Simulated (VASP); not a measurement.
# Cu (Fm-3m) in VASP: single point with LDA

Aim: the single point of Cu with LDA.

All numbers are computed with VASP 6.6.1; they aren't measurements. Logs are shortened: lines on timing, memory, paths and dates and some standing lists are left out, and cuts for length are marked.

## (1) The cell of the first run

The structure is cubic, space group Fm-3m (No. 225). The conventional cell has a = 3.518 Å, b = 3.518 Å, c = 3.518 Å, α = 90.00°, β = 90.00°, γ = 90.00°. Cu (site symmetry m-3m) has 12 Cu at 2.49 Å within 3.3 Å.

## (2) Single point, LDA

File INCAR:

```
PREC = Accurate
ENCUT = 520
EDIFF = 1E-7
ISMEAR = 0
SIGMA = 0.1
LREAL = F
LASPH = T
NELM = 80
ALGO = Fast
ISIF = 2
LWAVE = F
LCHARG = F
GGA = CA
NBANDS = 12
```

File KPOINTS:

```
Automatic mesh
0
Gamma
  38 38 38
```

File POSCAR:

```
Cu
1.0
    0.0000000000      1.7589526030      1.7589526030
    1.7589526030      0.0000000000      1.7589526030
    1.7589526030      1.7589526030      0.0000000000
Cu
1
Direct
    0.0000000000      0.0000000000      0.0000000000
```

Potentials or basis: VASP PAW LDA potentials, release 64 (Cu).

Launch:

```sh
$ cat potpaw_LDA.64/Cu/POTCAR > POTCAR
$ mpirun -np 1 vasp_std > vasp.out
```

OUTCAR:

```text
PREC = Accurate
   ENCUT = 520
   EDIFF = 1E-7
   ISMEAR = 0
   LREAL = F
   LASPH = T
   NELM = 80
   ISIF = 2
   GGA = CA

 ion  position               nearest neighbor table
   1  0.000  0.000  0.000-

  LATTYP: Found a face centered cubic cell.
 ALAT       =     3.5179052060

  Lattice vectors:

 A1 = (   0.0000000000,   1.7589526030,   1.7589526030)
 A2 = (   1.7589526030,   0.0000000000,   1.7589526030)
 A3 = (   1.7589526030,   1.7589526030,   0.0000000000)

Analysis of symmetry for initial positions (statically):
=====================================================================
 Subroutine PRICEL returns:
 Original cell was already a primitive cell.

 Routine SETGRP: Setting up the symmetry group for a
 face centered cubic supercell.

 Subroutine GETGRP returns: Found 48 space group operations
 (whereof 48 operations were pure point group operations)
 out of a pool of 48 trial point group operations.

The static configuration has the point symmetry O_h .

Analysis of symmetry for dynamics (positions and initial velocities):
=====================================================================
 Subroutine PRICEL returns:
 Original cell was already a primitive cell.

 Routine SETGRP: Setting up the symmetry group for a
 face centered cubic supercell.

 Subroutine GETGRP returns: Found 48 space group operations
 (whereof 48 operations were pure point group operations)
 out of a pool of 48 trial point group operations.

The dynamic configuration has the point symmetry O_h .

 Subroutine INISYM returns: Found 48 space group operations
 (whereof 48 operations are pure point group operations),
 and found     1 'primitive' translations

----------------------------------------------------------------------------------------

                                     Primitive cell

  volume of cell :      10.8841

  direct lattice vectors                    reciprocal lattice vectors
     0.000000000  1.758952603  1.758952603    -0.284260076  0.284260076  0.284260076
     1.758952603  0.000000000  1.758952603     0.284260076 -0.284260076  0.284260076
     1.758952603  1.758952603  0.000000000     0.284260076  0.284260076 -0.284260076

  length of vectors
     2.487534627  2.487534627  2.487534627     0.492352894  0.492352894  0.492352894

  position of ions in fractional coordinates (direct lattice)
     0.000000000  0.000000000  0.000000000

  ion indices of the primitive-cell ions
   primitive index   ion index
                 1           1

----------------------------------------------------------------------------------------

 KPOINTS: Automatic mesh

Automatic generation of k-mesh.
 Grid dimensions read from file:
 generate k-points for:   38   38   38

 Generating k-lattice:

  Cartesian coordinates                     Fractional coordinates (reciprocal lattice)
    -0.007480528  0.007480528  0.007480528     0.026315789  0.000000000  0.000000000
     0.007480528 -0.007480528  0.007480528     0.000000000  0.026315789  0.000000000
     0.007480528  0.007480528 -0.007480528     0.000000000  0.000000000  0.026315789

  Length of vectors
     0.012956655  0.012956655  0.012956655

  Shift w.r.t. Gamma in fractional coordinates (k-lattice)
     0.000000000  0.000000000  0.000000000

 Subroutine IBZKPT returns following result:
 ===========================================

 Found   1440 irreducible k-points:

 Following reciprocal coordinates:
            Coordinates               Weight
  0.000000  0.000000  0.000000      1.000000
  0.026316  0.000000  0.000000      8.000000
  0.052632  0.000000  0.000000      8.000000
  0.078947  0.000000  0.000000      8.000000
  0.105263  0.000000  0.000000      8.000000
  0.131579  0.000000  0.000000      8.000000
[... 16 lines left out ...]
  0.078947  0.026316  0.000000     24.000000
  0.105263  0.026316  0.000000     24.000000
 [... further k-points ...]
   k-points           NKPTS =   1440   k-points in BZ     NKDIM =   1440   number of bands    NBANDS=     12
   number of dos      NEDOS =    301   number of ions     NIONS =      1
   total plane-waves  NPLWV =   8000
   dimension x,y,z NGX =    20 NGY =   20 NGZ =   20
   dimension x,y,z NGXF=    40 NGYF=   40 NGZF=   40
   ions per type =               1
   NGX,Y,Z   is equivalent  to a cutoff of  13.37, 13.37, 13.37 a.u.
   NGXF,Y,Z  is equivalent  to a cutoff of  26.73, 26.73, 26.73 a.u.
 SYSTEM =  unknown system
   PREC   = accura    normal or accurate (medium, high low for compatibility)
   ISTART =      0    job   : 0-new  1-cont  2-samecut
   ICHARG =      2    charge: 1-file 2-atom 10-const
   ISPIN  =      1    spin polarized calculation?
   LNONCOLLINEAR =      F non collinear calculations
   LSORBIT =      F    spin-orbit coupling
   LASPH  =      T    aspherical Exc in radial PAW
   ENCUT  =  520.0 eV  38.22 Ry    6.18 a.u.   4.63  4.63  4.63*2*pi/ulx,y,z
   NELM   =     80;   NELMIN=  2; NELMDL= -5     # of ELM steps
   EDIFF  = 0.1E-06   stopping-criterion for ELM
   LREAL  =      F    real-space projection
   EDIFFG = 0.1E-05   stopping-criterion for IOM
   NSW    =      0    number of steps for IOM
   IBRION =     -1    ionic relax: 0-MD 1-quasi-New 2-CG
   NFREE  =      0    steps in history (QN), initial steepest desc. (CG)
   ISIF   =      2    stress and relaxation
   ISYM   =      2    0-nonsym 1-usesym 2-fastsym
   POTIM  = 0.5000    time-step for ionic-motion
   TEBEG  =    0.0;   TEEND  =   0.0 temperature during run
   PSTRESS=    0.0 pullay stress
   NELECT =      11.0000    total number of electrons
   NUPDOWN=      -1.0000    fix difference up-down
   EMIN   =  10.00;   EMAX   =-10.00  energy-range for DOS
   EFERMI =   0.00;   METHOD = LEGACY
   ISMEAR =     0;   SIGMA  =   0.10  broadening in eV -4-tet -1-fermi 0-gaus
   EFERMI_NEDOS =   21; number of points for ismear=-14 and -15
   IALGO  =     68    algorithm
   IMIX   =      4    mixing-type and parameters
     AMIX     =   0.40;   BMIX     =  1.00
     AMIX_MAG =   1.60;   BMIX_MAG =  1.00
  volume/ion in A,a.u.               =      10.88        73.45
  Fermi-wavevector in a.u.,A,eV,Ry     =   1.642889  3.104610 36.723277  2.699085
  Thomas-Fermi vector in A             =   2.733116
   LORBIT       =      0    0 simple, 1 ext, 2 COOP (PROOUT), +10 PAW based schemes
   GGA     = CA    functional components
   LHFCALC =     F    Hartree Fock is set to
   AEXX    =    0.0000 exact exchange contribution
   IVDW    =     0    specifies the selected vdW correction
   LEPSILON=     F    determine dielectric tensor
   LRPA    =     F    only Hartree local field effects (RPA)
 non-spin polarized calculation
 RMM-DIIS sequential band-by-band and
 Gauss-broadening in eV      SIGMA  =   0.10
  energy-cutoff  :      520.00
  volume of cell :       10.88
 maximum number of plane-waves:       305
   NGX =  9   NGY =  9   NGZ =  9

 number of electron      10.9999998 magnetization

 Free energy of the ion-electron system (eV)
  ---------------------------------------------------
  ext. energy  EPLUGINS =         0.00000000
  ---------------------------------------------------
  free energy    TOTEN  =        -4.70832074 eV

  energy without entropy =       -4.70700205  energy(sigma->0) =       -4.70766139

 E-fermi :   8.4413     XC(G=0): -13.5870

 val. band max:        8.4349507055   @ k =  -0.3684   0.1579   0.0263
 cond. band min:       8.4474462416   @ k =  -0.4737   0.1316   0.0526
 fundamental gap:      0.0124955361
 Fermi energy:         8.4412530295

 k-point     1 :       0.0000    0.0000    0.0000
  band No.  band energies     occupation
      1      -1.5798      2.00000
      2       5.0692      2.00000
      3       5.0692      2.00000
      4       5.0692      2.00000
      5       6.0195      2.00000
      6       6.0195      2.00000
      7      31.7322      0.00000
      8      34.8555      0.00000
      9      34.8555      0.00000
     10      34.8555      0.00000
     11      37.4738      0.00000
     12      37.4738      0.00000

 k-point     2 :       0.0263    0.0000    0.0000
  band No.  band energies     occupation
      1      -1.5530      2.00000
      2       5.0628      2.00000
      3       5.0747      2.00000
      4       5.0747      2.00000
      5       6.0171      2.00000
      6       6.0171      2.00000
      7      31.6350      0.00000
      8      34.3198      0.00000
      9      34.7612      0.00000
     10      34.7612      0.00000
     11      37.6042      0.00000
     12      37.6044      0.00000

 k-point     3 :       0.0526    0.0000    0.0000
  band No.  band energies     occupation
      1      -1.4727      2.00000
      2       5.0443      2.00000
      3       5.0911      2.00000
      4       5.0911      2.00000
      5       6.0105      2.00000
      6       6.0105      2.00000
      7      31.2409      0.00000
      8      33.4526      0.00000
      9      34.5230      0.00000
     10      34.5230      0.00000
     11      37.9487      0.00000
     12      37.9487      0.00000

 k-point     4 :       0.0789    0.0000    0.0000
  band No.  band energies     occupation
      1      -1.3396      2.00000
      2       5.0149      2.00000
      3       5.1167      2.00000
      4       5.1167      2.00000
      5       6.0010      2.00000
      6       6.0010      2.00000
      7      30.3651      0.00000
      8      32.8992      0.00000
      9      34.2159      0.00000
     10      34.2159      0.00000
     11      38.4233      0.00000
     12      38.4252      0.00000

 k-point     5 :       0.1053    0.0000    0.0000
  band No.  band energies     occupation
      1      -1.1548      2.00000
      2       4.9764      2.00000
      3       5.1490      2.00000
      4       5.1490      2.00000
      5       5.9910      2.00000
      6       5.9910      2.00000
      7      29.1333      0.00000
      8      32.6436      0.00000
      9      33.8896      0.00000
     10      33.8896      0.00000
     11      38.9561      0.00000
     12      38.9847      0.00000
[... 228 lines left out ...]
      1      -1.5441      2.00000
      2       5.0576      2.00000
      3       5.0782      2.00000
      4       5.0782      2.00000
      5       6.0090      2.00000
      6       6.0237      2.00000
      7      31.6176      0.00000
      8      34.4282      0.00000
      9      34.4282      0.00000
     10      34.6952      0.00000
     11      37.6654      0.00000
     12      37.9107      0.00000

 k-point    22 :       0.0526    0.0263    0.0000
  band No.  band energies     occupation
      1      -1.4816      2.00000
      2       5.0414      2.00000
      3       5.0913      2.00000
      4       5.0926      2.00000
      5       5.9963      2.00000
      6       6.0257      2.00000
      7      31.3713      0.00000
      8      33.6261      0.00000
      9      34.0364      0.00000
     10      34.7523      0.00000
     11      37.7119      0.00000
     12      38.3478      0.00000

 k-point    23 :       0.0789    0.0263    0.0000
  band No.  band energies     occupation
      1      -1.3661      2.00000
      2       5.0151      2.00000
      3       5.1133      2.00000
      4       5.1165      2.00000
      5       5.9803      2.00000
      6       6.0243      2.00000
      7      30.7001      0.00000
      8      32.8878      0.00000
      9      33.6328      0.00000
     10      34.7854      0.00000
     11      37.8290      0.00000
     12      38.8637      0.00000

 k-point    24 :       0.1053    0.0263    0.0000
  band No.  band energies     occupation
      1      -1.1985      2.00000
      2       4.9794      2.00000
      3       5.1432      2.00000
      4       5.1475      2.00000
      5       5.9630      2.00000
      6       6.0215      2.00000
      7      29.5772      0.00000
      8      32.5024      0.00000
      9      33.2408      0.00000
     10      34.7313      0.00000
     11      38.0232      0.00000
     12      39.4571      0.00000

 [... further k-points ...]

------------------------ aborting loop because EDIFF is reached ----------------------------------------

  FORCE on cell =-STRESS in cart. coord.  units (eV):
  Direction    XX          YY          ZZ          XY          YZ          ZX
  --------------------------------------------------------------------------------------
  -------------------------------------------------------------------------------------
  Total        0.0541081      0.0541081      0.0541081      0.0000000     -0.0000000      0.0000000
  in kB        7.9649001      7.9649001      7.9649001      0.0000000     -0.0000000      0.0000000
  external PRESSURE =       7.9649001 kB  Pullay stress =       0.0000000 kB

 VOLUME and BASIS-vectors are now :
 -----------------------------------------------------------------------------
  energy-cutoff  :      520.00
  volume of cell :       10.88
      direct lattice vectors                 reciprocal lattice vectors
     0.000000000  1.758952603  1.758952603    -0.284260076  0.284260076  0.284260076
     1.758952603  0.000000000  1.758952603     0.284260076 -0.284260076  0.284260076
     1.758952603  1.758952603  0.000000000     0.284260076  0.284260076 -0.284260076

 POSITION                                       TOTAL-FORCE (eV/Angst)
 -----------------------------------------------------------------------------------
      0.00000      0.00000      0.00000         0.000000      0.000000      0.000000
 -----------------------------------------------------------------------------------
    total drift:                                0.000000      0.000000      0.000000

  FREE ENERGIE OF THE ION-ELECTRON SYSTEM (eV)
  ---------------------------------------------------
  free  energy   TOTEN  =        -4.7083207351 eV

  energy  without entropy=       -4.7070020471  energy(sigma->0) =       -4.70766139
```

Run time: 2 min. Hardware: 1 thread of Intel Xeon Platinum 8488C (Sapphire Rapids), shared host; peak memory 0.28 GiB.

What came out:

```
Free energy : -4.7083 eV
Pressure    : 0.8 GPa
```
